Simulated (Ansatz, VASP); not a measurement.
Two plane-wave programs on Si

```
Si
1.0
     4.47618    0.00000    0.00000
    -2.23809    3.87648    0.00000
     0.00000    0.00000    2.56725
Si
3
Direct
  0.00000 0.00000 0.00000
  0.33333 0.66667 0.50000
  0.66667 0.33333 0.50000
```

Alike in both runs: task single point; functional LDA; k mesh 11 × 11 × 16; occupations fermi-dirac, width 0.1 eV; no spin polarisation.

```csv
,VASP,Ansatz
version,VASP 6.6.1,Ansatz 0.2.0
potentials or method,"VASP PAW LDA potentials, release 64 (Si), cutoff 520 eV","plane waves (420 eV) with PAW, scalar-relativistic"
valence electrons in the cell,12,12
```

```tsv
	VASP	Ansatz	Ansatz less VASP
pressure (GPa)	-3.6	-3.7	-0.06
traceless stress, the component that is largest in VASP (GPa)	-0.66	-0.67	-0.012
```

Ansatz warns that its potentials were made for another functional, while VASP's fit it. LDA's correlation is that of Perdew and Zunger in VASP and of Perdew and Wang (1992) in Ansatz.
